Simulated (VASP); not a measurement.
# AlN (P1) in VASP: a series of runs, part 2 of 2

VASP 6.6.1. The steps go on from the part before.

## Step 3: Single point, PBE (the part above a cut slid along it)

INCAR

```
PREC = Accurate ; ENCUT = 520
EDIFF = 1E-6 ; ISMEAR = 0
SIGMA = 0.05 ; LREAL = Auto
LASPH = True ; NELM = 100
ALGO = Normal ; ISIF = 2
LWAVE = False ; LCHARG = False
GGA = PE ; NBANDS = 46
```

KPOINTS

```
Automatic mesh
0
Gamma
  4 8 3
```

POSCAR

```
AlN
1.0
   -1.5651197814     -2.7108669814      5.0179796556
    1.5651197814     -2.7108669814      0.0000000000
    7.8255989072      2.1686935851      5.5197776212
Al N
8 8
Direct
    0.6581516535      0.9893240900      0.0981155127
    0.8331516535      0.4143240900      0.8481155127
    0.3831516535      0.4643240900      0.3481155127
    0.1081516535      0.9393240900      0.5981155127
    0.9289849868      0.2184907567      0.3064488460
    0.2039849868      0.7434907567      0.0564488460
    0.6539849868      0.6934907567      0.5564488460
    0.3789849868      0.1684907567      0.8064488460
    0.9347700132      0.7890142433      0.1935011540
    0.1097700132      0.2140142433      0.9435011540
    0.6597700132      0.2640142433      0.4435011540
    0.3847700132      0.7390142433      0.6935011540
    0.2056033465      0.0181809100      0.4018344873
    0.4806033465      0.5431809100      0.1518344873
    0.9306033465      0.4931809100      0.6518344873
    0.6556033465     -0.0318190900      0.9018344873
```

Potentials or basis: VASP PAW PBE potentials, release 64 (Al, N).

Launch:

```sh
$ cat potpaw_PBE.64/Al/POTCAR potpaw_PBE.64/N/POTCAR > POTCAR
$ mpirun -np 1 vasp_std > vasp.out
```

OUTCAR:

```text
PREC = Accurate
   ENCUT = 520
   EDIFF = 1E-6
   ISMEAR = 0
   LREAL = Auto
   LASPH = True
   NELM = 100
   ISIF = 2
   GGA = PE

 ion  position               nearest neighbor table
   1  0.658  0.989  0.098-  14 1.90  14 1.90   9 1.91  16 1.94   2 2.72   5 3.09   5 3.09   6 3.09
                             6 3.09   6 3.09   3 3.13   3 3.13   2 3.22
   2  0.833  0.414  0.848-  16 1.90  15 1.90  16 1.90  10 1.91   1 2.72   8 3.09   8 3.09   8 3.09
                             7 3.09   4 3.13   4 3.13   1 3.22   6 3.27
   3  0.383  0.464  0.348-  13 1.90  14 1.90  13 1.90  11 1.91   7 3.09   7 3.09   5 3.09   5 3.09
                             5 3.09   6 3.09   4 3.13   1 3.13   4 3.13   1 3.13
   4  0.108  0.939  0.598-  15 1.90  13 1.90  15 1.90  12 1.91   8 3.09   8 3.09   7 3.09   7 3.09
                             7 3.09   5 3.09   3 3.13   2 3.13   2 3.13   3 3.13
   5  0.929  0.218  0.306-   9 1.90   9 1.90  11 1.90  13 1.91   1 3.09   1 3.09   3 3.09   3 3.09
                             3 3.09   4 3.09   6 3.13   7 3.13   6 3.13   7 3.13
   6  0.204  0.743  0.056-  10 1.67   9 1.90  14 1.91  10 2.40   8 2.72   1 3.09   1 3.09   1 3.09
                             3 3.09   5 3.13   5 3.13   8 3.22   2 3.27
   7  0.654  0.693  0.556-  11 1.90  11 1.90  12 1.90  15 1.91   3 3.09   3 3.09   4 3.09   4 3.09
                             4 3.09   2 3.09   8 3.13   5 3.13   8 3.13   5 3.13
   8  0.379  0.168  0.806-  12 1.90  12 1.90  10 1.90  16 1.91   6 2.72   4 3.09   4 3.09   2 3.09
                             2 3.09   2 3.09   7 3.13   7 3.13   6 3.22
   9  0.935  0.789  0.194-   5 1.90   5 1.90   6 1.90   1 1.91
  10  0.110  0.214  0.944-   6 1.67   8 1.90   2 1.91   6 2.40
  11  0.660  0.264  0.444-   7 1.90   7 1.90   5 1.90   3 1.91
  12  0.385  0.739  0.694-   8 1.90   8 1.90   7 1.90   4 1.91
  13  0.206  0.018  0.402-   3 1.90   4 1.90   3 1.90   5 1.91
  14  0.481  0.543  0.152-   1 1.90   3 1.90   1 1.90   6 1.91
  15  0.931  0.493  0.652-   4 1.90   2 1.90   4 1.90   7 1.91
  16  0.656  0.968  0.902-   2 1.90   2 1.90   8 1.91   1 1.94

  LATTYP: Found a triclinic cell.
 ALAT       =     3.1302395629
 B/A-ratio  =     3.3525336296
 C/A-ratio  =     1.8893966279
 COS(alpha) =     0.0036623693
 COS(beta)  =     0.2646347477
 COS(gamma) =     0.4026805244

  Lattice vectors:

 A1 = (  -1.5651197814,   2.7108669814,   0.0000000000)
 A2 = (   4.6953593444,   7.5904275479,   5.5197776212)
 A3 = (   1.5651197814,   2.7108669814,  -5.0179796556)

Analysis of symmetry for initial positions (statically):
=====================================================================
 Subroutine PRICEL returns:
 Original cell was already a primitive cell.

 Routine SETGRP: Setting up the symmetry group for a
 triclinic supercell.

 Subroutine GETGRP returns: Found  1 space group operations
 (whereof  1 operations were pure point group operations)
 out of a pool of  2 trial point group operations.

The static configuration has the point symmetry C_1 .

Analysis of symmetry for dynamics (positions and initial velocities):
=====================================================================
 Subroutine PRICEL returns:
 Original cell was already a primitive cell.

 Routine SETGRP: Setting up the symmetry group for a
 triclinic supercell.

 Subroutine GETGRP returns: Found  1 space group operations
 (whereof  1 operations were pure point group operations)
 out of a pool of  2 trial point group operations.

The dynamic configuration has the point symmetry C_1 .

 Subroutine INISYM returns: Found  1 space group operations
 (whereof  1 operations are pure point group operations),
 and found     1 'primitive' translations

[... 106 lines left out ...]
   total plane-waves  NPLWV =  92160
   dimension x,y,z NGX =    48 NGY =   24 NGZ =   80
   dimension x,y,z NGXF=    96 NGYF=   48 NGZF=  160
   ions per type =               8   8
   NGX,Y,Z   is equivalent  to a cutoff of  13.49, 12.75, 13.54 a.u.
   NGXF,Y,Z  is equivalent  to a cutoff of  26.98, 25.49, 27.09 a.u.
 SYSTEM =  unknown system
   PREC   = accura    normal or accurate (medium, high low for compatibility)
   ISTART =      0    job   : 0-new  1-cont  2-samecut
   ICHARG =      2    charge: 1-file 2-atom 10-const
   ISPIN  =      1    spin polarized calculation?
   LNONCOLLINEAR =      F non collinear calculations
   LSORBIT =      F    spin-orbit coupling
   LASPH  =      T    aspherical Exc in radial PAW
   ENCUT  =  520.0 eV  38.22 Ry    6.18 a.u.  11.00  5.82 18.26*2*pi/ulx,y,z
   NELM   =    100;   NELMIN=  2; NELMDL= -5     # of ELM steps
   EDIFF  = 0.1E-05   stopping-criterion for ELM
   LREAL  =      T    real-space projection
   EDIFFG = 0.1E-04   stopping-criterion for IOM
   NSW    =      0    number of steps for IOM
   IBRION =     -1    ionic relax: 0-MD 1-quasi-New 2-CG
   NFREE  =      0    steps in history (QN), initial steepest desc. (CG)
   ISIF   =      2    stress and relaxation
   ISYM   =      2    0-nonsym 1-usesym 2-fastsym
   POTIM  = 0.5000    time-step for ionic-motion
   TEBEG  =    0.0;   TEEND  =   0.0 temperature during run
   PSTRESS=    0.0 pullay stress
   NELECT =      64.0000    total number of electrons
   NUPDOWN=      -1.0000    fix difference up-down
   EMIN   =  10.00;   EMAX   =-10.00  energy-range for DOS
   EFERMI =   0.00;   METHOD = LEGACY
   ISMEAR =     0;   SIGMA  =   0.05  broadening in eV -4-tet -1-fermi 0-gaus
   EFERMI_NEDOS =   21; number of points for ismear=-14 and -15
   IALGO  =     38    algorithm
   IMIX   =      4    mixing-type and parameters
     AMIX     =   0.40;   BMIX     =  1.00
     AMIX_MAG =   1.60;   BMIX_MAG =  1.00
  volume/ion in A,a.u.               =      10.65        71.84
  Fermi-wavevector in a.u.,A,eV,Ry     =   1.181345  2.232418 18.987951  1.395575
  Thomas-Fermi vector in A             =   2.317620
   LORBIT       =      0    0 simple, 1 ext, 2 COOP (PROOUT), +10 PAW based schemes
   GGA     = PE    functional components
   LHFCALC =     F    Hartree Fock is set to
   AEXX    =    0.0000 exact exchange contribution
   IVDW    =     0    specifies the selected vdW correction
   LEPSILON=     F    determine dielectric tensor
   LRPA    =     F    only Hartree local field effects (RPA)
 non-spin polarized calculation
 Gauss-broadening in eV      SIGMA  =   0.05
  energy-cutoff  :      520.00
  volume of cell :      170.32
 maximum number of plane-waves:      4608
 NGX is ok and might be reduce to    48
   NGX = 21   NGY = 11   NGZ = 37

 number of electron      63.9999999 magnetization

 Free energy of the ion-electron system (eV)
  ---------------------------------------------------
  ext. energy  EPLUGINS =         0.00000000
  ---------------------------------------------------
  free energy    TOTEN  =      -116.96156485 eV

  energy without entropy =     -116.96156485  energy(sigma->0) =     -116.96156485

 E-fermi :   6.3832     XC(G=0): -10.8369

 val. band max:        6.1586173124   @ k =   0.0000   0.0000   0.0000
 cond. band min:       9.5170023223   @ k =   0.0000   0.0000   0.0000
 fundamental gap:      3.3583850099
 Fermi energy:         6.3832300024

 k-point     1 :       0.0000    0.0000    0.0000
  band No.  band energies     occupation
      1      -9.1172      2.00000
      2      -8.1952      2.00000
      3      -8.1334      2.00000
      4      -7.2376      2.00000
      5      -6.9559      2.00000
      6      -6.8883      2.00000
[... 1117 lines left out ...]
     43      14.8039      0.00000
     44      15.0647      0.00000

 [... further k-points ...]

 [bands above 44 left out]

------------------------ aborting loop because EDIFF is reached ----------------------------------------

  FORCE on cell =-STRESS in cart. coord.  units (eV):
  Direction    XX          YY          ZZ          XY          YZ          ZX
  --------------------------------------------------------------------------------------
  -------------------------------------------------------------------------------------
  Total        0.5379449     10.1307031     -4.5506449      6.1061233      6.1476884     -1.1903542
  in kB        5.0602705     95.2961814    -42.8064149     57.4382871     57.8292760    -11.1972687
  external PRESSURE =      19.1833457 kB  Pullay stress =       0.0000000 kB

 VOLUME and BASIS-vectors are now :
 -----------------------------------------------------------------------------
  energy-cutoff  :      520.00
  volume of cell :      170.32
      direct lattice vectors                 reciprocal lattice vectors
    -1.565119781 -2.710866981  5.017979656    -0.087852701 -0.050721781  0.144480458
     1.565119781 -2.710866981  0.000000000     0.151745574 -0.281275328 -0.104623780
     7.825598907  2.168693585  5.519777621     0.079866092  0.046110710  0.049820848

 POSITION                                       TOTAL-FORCE (eV/Angst)
 -----------------------------------------------------------------------------------
      1.28614     -4.25331      3.84417        -0.230142      0.874317     -0.170356
      5.98150     -1.54244      8.86215        -0.521826     -0.723824      0.239238
      2.85126     -1.54244      3.84417         0.197719      0.198841      0.070909
      5.98150     -1.54244      3.84417         0.078120      0.043940      0.022525
      1.28614     -2.44606      6.35316         0.035973      0.007769     -0.007626
      1.28614     -2.44606      1.33518         0.622236      4.211371      1.133601
[... 8 lines left out ...]
      4.41638     -2.44606      8.26773        -0.042731     -0.081587     -0.007694
      7.54662     -2.44606      8.26773         0.140566     -0.994698      0.571873
 -----------------------------------------------------------------------------------
    total drift:                               -0.001112      0.009125      0.000415

  FREE ENERGIE OF THE ION-ELECTRON SYSTEM (eV)
  ---------------------------------------------------
  free  energy   TOTEN  =      -116.9615648452 eV

  energy  without entropy=     -116.9615648452  energy(sigma->0) =     -116.96156485
```

Run time: 8.5 min. Hardware: 1 thread of Intel Xeon Platinum 8375C at 2.90GHz (Ice Lake), shared host; peak memory 0.42 GiB.

Results:

| Item | Value |
| --- | --- |
| Free energy | -116.9616 eV |
| Pressure | 1.9 GPa |
| Largest force | 4.563 eV/Å |
| Band gap on the k mesh | 3.36 eV |

Forces on the atoms (eV/Å):
```
Al  -0.230  0.874 -0.170
Al  -0.522 -0.724  0.239
Al   0.198  0.199  0.071
Al   0.078  0.044  0.023
Al   0.036  0.008 -0.008
Al   0.622  4.211  1.134
Al   0.016  0.012  0.020
Al  -0.104 -0.517 -0.352
N    0.305  0.738 -0.006
N   -0.431 -4.400 -1.130
N   -0.029  0.001 -0.072
N   -0.124 -0.118  0.101
N   -0.078 -0.012 -0.004
N    0.165  0.760 -0.408
N   -0.043 -0.082 -0.008
N    0.141 -0.995  0.572
```

Caveat: the cell differs from its parent crystal (the part above a cut slid along it); the stress differs along the axes, from -4 to 10 GPa; forces of over 1 eV/Å act on the atoms, so gaps and moduli don't describe the material at rest. A k mesh can miss the band edges.

## Step 4: Single point, PBE (the part above a cut slid along it)

INCAR

```
SYSTEM = AlN
  PREC = Accurate
  ENCUT = 520
  EDIFF = 1E-6
  ISMEAR = 0
  SIGMA = 0.05
  LREAL = Auto
  LASPH = .True.
  NELM = 60
  ALGO = Normal
  ISIF = 2
  LWAVE = .False.
  LCHARG = .True.
  GGA = PE
  LELF = .True.
  LVHAR = .True.
  NBANDS = 46
```

KPOINTS

```
Automatic mesh
0
Gamma
  4 8 3
  0 0 0
```

POSCAR

```
AlN
1.0
   -1.5651197814     -2.7108669814      5.0179796556
    1.5651197814     -2.7108669814      0.0000000000
    7.8255989072      1.0843467925      6.5233735523
Al N
8 8
Direct
    0.6385285510      0.9697009874      0.0981155127
    0.6635285510      0.2447009874      0.8481155127
    0.3135285510      0.3947009874      0.3481155127
   -0.0114714490      0.8197009874      0.5981155127
    0.8676952176      0.1572009875      0.3064488460
    0.1926952176      0.7322009875      0.0564488460
    0.5426952176      0.5822009875      0.5564488460
    0.2176952176      0.0072009875      0.8064488460
    0.8960697824      0.7503140125      0.1935011540
   -0.0789302176      0.0253140125      0.9435011540
    0.5710697824      0.1753140125      0.4435011540
    0.2460697824      0.6003140125      0.6935011540
    0.1252364490     -0.0621859874      0.4018344873
    0.4502364490      0.5128140126      0.1518344873
    0.8002364490      0.3628140126      0.6518344873
    0.4752364490     -0.2121859874      0.9018344873
```

Launch:

```sh
$ cat potpaw_PBE.64/Al/POTCAR potpaw_PBE.64/N/POTCAR > POTCAR
$ mpirun -np 1 vasp_std > vasp.out
```

Run time: 11 min. Hardware: 1 thread of Intel Xeon Platinum 8375C at 2.90GHz (Ice Lake), shared host; peak memory 0.42 GiB.

It converged, with:

```yaml
Free_energy: -113.9740 eV
Pressure: 2.3 GPa
Largest_force: 2.792 eV/Å
Band_gap_on_the_k_mesh: 0.57 eV (least direct gap 0.66 eV)
```

Forces in eV/Å, atoms in the order of the input:
```
Al   0.088  0.242  2.764
Al  -2.316 -1.507 -0.399
Al   0.396  0.272  0.248
Al   0.061  0.030  0.102
Al   0.220  0.122  0.251
Al   1.593  0.627 -0.464
Al  -0.026 -0.014 -0.037
Al  -0.916 -0.758 -2.362
N    1.342  1.097  1.892
N   -1.313 -0.678 -0.475
N    0.001  0.003 -0.041
N   -0.143 -0.090  0.157
N   -0.100 -0.041  0.090
N    1.291  1.109  0.693
N    0.085  0.045 -0.161
N   -0.262 -0.461 -2.258
```

Stress tensor (GPa, compression positive):
```
 4.43  3.42 14.03
 3.42  3.31 10.05
14.03 10.05 -0.93
```

Levels at points of the mesh, in eV from the valence-band top:
```csv
k point,band 29,band 30,band 31,band 32,band 33,band 34,band 35,band 36
"(0.00, 0.00, 0.00)",-1.51,-1.39,-0.69,-0.09,0.57,3.49,3.79,4.18
"(0.50, 0.00, 0.00)",-1.74,-1.32,-0.90,0.00,1.74,3.30,4.61,4.69
"(0.00, 0.50, 0.00)",-2.43,-1.99,-1.29,-0.87,0.95,3.09,4.47,4.59
"(0.50, 0.50, 0.00)",-2.46,-2.02,-1.28,-0.86,0.91,3.12,4.33,4.60
```

Caveat: the cell differs from its parent crystal (the part above a cut slid along it); the stress differs along the axes, from -1 to 4 GPa; semilocal functionals underestimate gaps, and a narrow one can read as zero; forces of over 1 eV/Å act on the atoms, so gaps and moduli don't describe the material at rest. A k mesh can miss the band edges.

## Step 5: Summary

| cell | gap on the mesh (eV) | pressure (GPa) | largest force (eV/Å) |
| --- | --- | --- | --- |
| a = 5.914, b = 3.130, c = 12.061 Å, angles 63.8, 58.3, 74.7°, 16 atoms | 1.53 | 5.0 | 8.22 |
| a = 5.914, b = 3.130, c = 9.819 Å, angles 78.0, 80.5, 74.7°, 16 atoms | 3.36 | 1.9 | 4.56 |
| a = 5.914, b = 3.130, c = 10.245 Å, angles 73.1, 73.2, 74.7°, 16 atoms | 0.57 | 2.3 | 2.79 |

Alike in all rows: task single point; level PBE; potentials or basis VASP PAW PBE potentials, release 64 (Al, N); no spin polarisation; k mesh 4 × 8 × 3; cutoff (eV) 520; smearing gaussian 0.05 eV.

Caveats: forces of over 1 eV/Å act on the atoms, so gaps and moduli don't describe the material at rest; the stress differs along the axes, from -3 to 16 GPa (at least some runs); the stress differs along the axes, from -4 to 10 GPa (at least some runs); the stress differs along the axes, from -1 to 4 GPa (at least some runs); semilocal functionals underestimate gaps, and a narrow one can read as zero (at least some runs).

Absolute energies hang on the potentials; compare differences alone.
